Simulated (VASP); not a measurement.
# Zn (C2/m) in VASP: a series of runs

The runs below take Zn through single point, with PBE+D3(BJ), LDA, PBE, revPBE.

Program: VASP 6.6.1. These are calculated values, not measurements. Logs are shortened: lines on timing, memory, paths and dates and some standing lists are left out, and cuts for length are marked.

## (1) The cell of the first run

Symmetry: C2/m, No. 12, monoclinic system. The conventional cell has a = 4.536 Å, b = 2.617 Å, c = 7.472 Å, α = 90.00°, β = 102.30°, γ = 90.00°. Within 3.5 Å of Zn (site symmetry 2/m) lie 12 Zn at 2.62 to 2.89 Å. Zn (site symmetry m) has 12 Zn at 2.62 to 2.89 Å within 3.5 Å.

## (2) Single point, PBE+D3(BJ)

File INCAR:

```
PREC     = Accurate       # precision mode
ENCUT    = 500            # plane-wave cutoff, eV
EDIFF    = 1E-6           # SCF threshold, eV
ISMEAR   = 1              # smearing method
SIGMA    = 0.0011         # smearing width, eV
LREAL    = False          # projectors in reciprocal space
LASPH    = True           # aspherical terms in the spheres
NELM     = 120            # most SCF steps
ALGO     = Normal         # electronic algorithm
ISIF     = 2              # what is computed and relaxed
LWAVE    = False          # write WAVECAR
LCHARG   = False          # write CHGCAR
GGA      = PE             # functional
IVDW     = 12             # dispersion correction
NBANDS   = 25             # bands
ISYM     = 0            
GGA_COMPAT= False
```

File KPOINTS:

```
Automatic mesh
0
Gamma
  2 4 3
```

File POSCAR:

```
Zn
1.0
    2.2681701736     -1.3084870100      0.0000000000
    2.2681701736      1.3084870100      0.0000000000
   -1.5917165425      0.0000000000      7.3004081919
Zn
3
Direct
    0.0000000000      0.0000000000      0.0000000000
    0.2219821400      0.2219821400      0.6654950200
    0.7780178600      0.7780178600      0.3345049800
```

Potentials or basis: VASP PAW PBE potentials, release 64 (Zn).

Launch:

```sh
> cat potpaw_PBE.64/Zn/POTCAR > POTCAR
> mpirun -np 1 vasp_std > vasp.out
```

OUTCAR:

```text
PREC = Accurate
   ENCUT = 500
   EDIFF = 1E-6
   ISMEAR = 1
   LREAL = False
   LASPH = True
   NELM = 120
   ISIF = 2
   GGA = PE
   IVDW = 12
   ISYM = 0
 IVDW          = 12

 ion  position               nearest neighbor table
   1  0.000  0.000  0.000-   3 2.86   3 2.86   2 2.86   2 2.86   2 2.89   3 2.89
   2  0.222  0.222  0.665-   3 2.84   3 2.86   3 2.86   1 2.86   1 2.86   1 2.89
   3  0.778  0.778  0.335-   2 2.84   2 2.86   2 2.86   1 2.86   1 2.86   1 2.89

IMPORTANT INFORMATION: All symmetrisations will be switched off!
NOSYMM: (Re-)initialisation of all symmetry stuff for point group C_1.

----------------------------------------------------------------------------------------

                                     Primitive cell

  volume of cell :      43.3333

  direct lattice vectors                    reciprocal lattice vectors
     2.268170174 -1.308487010  0.000000000     0.220442013 -0.382120721  0.048063230
     2.268170174  1.308487010  0.000000000     0.220442013  0.382120721  0.048063230
    -1.591716542  0.000000000  7.300408192     0.000000000  0.000000000  0.136978642

  length of vectors
     2.618536651  2.618536651  7.471915505     0.443757818  0.443757818  0.136978642

  position of ions in fractional coordinates (direct lattice)
     0.000000000  0.000000000  0.000000000
     0.221982140  0.221982140  0.665495020
     0.778017860  0.778017860  0.334504980

  ion indices of the primitive-cell ions
   primitive index   ion index
                 1           1
                 2           2
                 3           3

----------------------------------------------------------------------------------------

 KPOINTS: Automatic mesh

Automatic generation of k-mesh.
 Grid dimensions read from file:
 generate k-points for:    2    4    3

 Generating k-lattice:

  Cartesian coordinates                     Fractional coordinates (reciprocal lattice)
     0.110221007 -0.191060361  0.024031615     0.500000000 -0.000000000  0.000000000
     0.055110503  0.095530180  0.012015808    -0.000000000  0.250000000  0.000000000
     0.000000000  0.000000000  0.045659547     0.000000000  0.000000000  0.333333333

  Length of vectors
     0.221878909  0.110939454  0.045659547

  Shift w.r.t. Gamma in fractional coordinates (k-lattice)
     0.000000000  0.000000000  0.000000000

 -----------------------------------------------------------------------------
[... 58 lines left out ...]
   ENCUT  =  500.0 eV  36.75 Ry    6.06 a.u.   4.77  4.77 13.62*2*pi/ulx,y,z
   NELM   =    120;   NELMIN=  2; NELMDL= -5     # of ELM steps
   EDIFF  = 0.1E-05   stopping-criterion for ELM
   LREAL  =      F    real-space projection
   EDIFFG = 0.1E-04   stopping-criterion for IOM
   NSW    =      0    number of steps for IOM
   IBRION =     -1    ionic relax: 0-MD 1-quasi-New 2-CG
   NFREE  =      0    steps in history (QN), initial steepest desc. (CG)
   ISIF   =      2    stress and relaxation
   ISYM   =      0    0-nonsym 1-usesym 2-fastsym
   POTIM  = 0.5000    time-step for ionic-motion
   TEBEG  =    0.0;   TEEND  =   0.0 temperature during run
   PSTRESS=    0.0 pullay stress
   NELECT =      36.0000    total number of electrons
   NUPDOWN=      -1.0000    fix difference up-down
   EMIN   =  10.00;   EMAX   =-10.00  energy-range for DOS
   EFERMI =   0.00;   METHOD = LEGACY
   ISMEAR =     1;   SIGMA  =   0.00  broadening in eV -4-tet -1-fermi 0-gaus
   EFERMI_NEDOS =   21; number of points for ismear=-14 and -15
   IALGO  =     38    algorithm
   IMIX   =      4    mixing-type and parameters
     AMIX     =   0.40;   BMIX     =  1.00
     AMIX_MAG =   1.60;   BMIX_MAG =  1.00
  volume/ion in A,a.u.               =      14.44        97.48
  Fermi-wavevector in a.u.,A,eV,Ry     =   1.538987  2.908264 32.225138  2.368481
  Thomas-Fermi vector in A             =   2.645278
   LORBIT       =      0    0 simple, 1 ext, 2 COOP (PROOUT), +10 PAW based schemes
   GGA     = PE    functional components
   LHFCALC =     F    Hartree Fock is set to
   AEXX    =    0.0000 exact exchange contribution
   IVDW    =    12    specifies the selected vdW correction
   LEPSILON=     F    determine dielectric tensor
   LRPA    =     F    only Hartree local field effects (RPA)
 non-spin polarized calculation
 Methfessel and Paxton  Order N= 1 SIGMA  =   0.00
  energy-cutoff  :      500.00
  volume of cell :       43.33
 maximum number of plane-waves:      1112
 NGX is ok and might be reduce to    20
   NGX =  9   NGY =  9   NGZ = 27

 number of electron      35.9999995 magnetization

 Free energy of the ion-electron system (eV)
  ---------------------------------------------------
  ext. energy  EPLUGINS =         0.00000000
  ---------------------------------------------------
  free energy    TOTEN  =        -2.74380491 eV

  energy without entropy =       -2.74380491  energy(sigma->0) =       -2.74380491

 E-fermi :   2.7141     XC(G=0): -11.8360

 val. band max:        2.6467491134   @ k =   0.0000   0.2500   0.3333
 cond. band min:       3.2035416499   @ k =   0.5000   0.5000   0.0000
 fundamental gap:      0.5567925365
 Fermi energy:         2.7140959532

 k-point     1 :       0.0000    0.0000    0.0000
  band No.  band energies     occupation
      1      -7.3423      2.00000
      2      -5.5809      2.00000
      3      -5.5524      2.00000
      4      -4.6450      2.00000
      5      -4.4263      2.00000
      6      -4.4188      2.00000
[... 381 lines left out ...]
     24      10.5555      0.00000
     25      11.7881      0.00000

------------------------ aborting loop because EDIFF is reached ----------------------------------------

 Edisp (eV)   -1.27288

 E8    (eV) :    -0.5357

  FORCE on cell =-STRESS in cart. coord.  units (eV):
  Direction    XX          YY          ZZ          XY          YZ          ZX
  --------------------------------------------------------------------------------------
  -------------------------------------------------------------------------------------
  Total       3.46670    -0.32805    -4.79082    -3.34285    -0.19246    -0.61484
  in kB     128.17534   -12.12927  -177.13232  -123.59617    -7.11603   -22.73278
  external pressure =      -20.36 kB  Pullay stress =        0.00 kB

 VOLUME and BASIS-vectors are now :
 -----------------------------------------------------------------------------
  energy-cutoff  :      500.00
  volume of cell :       43.33
      direct lattice vectors                 reciprocal lattice vectors
     2.268170174 -1.308487010  0.000000000     0.220442013 -0.382120721  0.048063230
     2.268170174  1.308487010  0.000000000     0.220442013  0.382120721  0.048063230
    -1.591716542  0.000000000  7.300408192     0.000000000  0.000000000  0.136978642

 POSITION                                       TOTAL-FORCE (eV/Angst)
 -----------------------------------------------------------------------------------
      0.00000      0.00000      0.00000        -0.000004     -0.000007     -0.000003
     -0.05229      0.00000      4.85839        -0.015615     -0.032596     -0.032187
      2.99692      0.00000      2.44202         0.015619      0.032603      0.032190
 -----------------------------------------------------------------------------------
    total drift:                                0.000001     -0.000005      0.000004

  FREE ENERGIE OF THE ION-ELECTRON SYSTEM (eV)
  ---------------------------------------------------
  free  energy   TOTEN  =        -4.0166862776 eV

  energy  without entropy=       -4.0166862776  energy(sigma->0) =       -4.01668628
```

OSZICAR:

```text
N       E                     dE             d eps       ncg     rms          rms(c)
DAV:   1     0.188150907838E+03    0.18815E+03   -0.18046E+04   748   0.229E+03
DAV:   2     0.635857040683E+01   -0.18179E+03   -0.17613E+03   708   0.349E+02
DAV:   3    -0.305993674588E+01   -0.94185E+01   -0.93579E+01   832   0.915E+01
DAV:   4    -0.313509414965E+01   -0.75157E-01   -0.75125E-01   791   0.856E+00
DAV:   5    -0.313521257880E+01   -0.11843E-03   -0.11842E-03   810   0.289E-01    0.554E+00
DAV:   6    -0.276913302412E+01    0.36608E+00   -0.16956E+00   829   0.232E+01    0.405E+00
DAV:   7    -0.275228074219E+01    0.16852E-01   -0.59502E-02   827   0.446E+00    0.213E+00
DAV:   8    -0.274395312580E+01    0.83276E-02   -0.65581E-03   887   0.305E+00    0.119E-01
DAV:   9    -0.274377830144E+01    0.17482E-03   -0.16649E-03   979   0.155E+00    0.471E-02
DAV:  10    -0.274379953565E+01   -0.21234E-04   -0.37549E-04   903   0.286E-01    0.223E-02
DAV:  11    -0.274380544415E+01   -0.59085E-05   -0.49680E-05   780   0.193E-01    0.709E-03
DAV:  12    -0.274380490770E+01    0.53645E-06   -0.82483E-06   769   0.547E-02
   1 F= -.40166863E+01 E0= -.40166863E+01  d E =0.000000E+00
```

stdout:

```text
POSCAR found type information on POSCAR Zn
 POSCAR found :  1 types and       3 ions
 scaLAPACK will be used
 LDA part: xc-table for (Slater+PW92), standard interpolation
 -----------------------------------------------------------------------------
|                                                                             |
|           W    W    AA    RRRRR   N    N  II  N    N   GGGG   !!!           |
|           W    W   A  A   R    R  NN   N  II  NN   N  G    G  !!!           |
|           W    W  A    A  R    R  N N  N  II  N N  N  G       !!!           |
|           W WW W  AAAAAA  RRRRR   N  N N  II  N  N N  G  GGG   !            |
|           WW  WW  A    A  R   R   N   NN  II  N   NN  G    G                |
|           W    W  A    A  R    R  N    N  II  N    N   GGGG   !!!           |
|                                                                             |
|     Your reciprocal lattice and k-lattice belong to different lattice       |
|     classes:                                                                |
|                                                                             |
|        The reciprocal lattice is base-centered monoclinic,                  |
|        whereas your k-lattice is triclinic.                                 |
|                                                                             |
|     Results are often still useful ...                                      |
|                                                                             |
 -----------------------------------------------------------------------------

 POSCAR, INCAR and KPOINTS ok, starting setup
 FFT: planning ... GRIDC
 FFT: planning ... GRID_SOFT
 FFT: planning ... GRID
 WAVECAR not read
 entering main loop
```

Run time: 9.2 s. Hardware: 1 thread of Intel Xeon 6975P-C (Granite Rapids), shared host; peak memory 0.16 GiB.

Results:

```yaml
Free_energy: -4.0167 eV
Pressure: -2.0 GPa
Largest_force: 0.048 eV/Å
Band_gap_on_the_k_mesh: zero (band 18 reaches 4.45 eV, above the bottom of band 19 at 1.63 eV)
Dispersion_energy_per_atom: -0.424 eV
```

Forces in eV/Å, atoms in the order of the input:
```
Zn   0.000  0.000  0.000
Zn  -0.016 -0.033 -0.032
Zn   0.016  0.033  0.032
```

Caveat: the k points lie up to 1.39 Å⁻¹ apart; pairwise dispersion overbinds metals, which lowers pressure and volume.

(Part 1 of 2 ends here.)
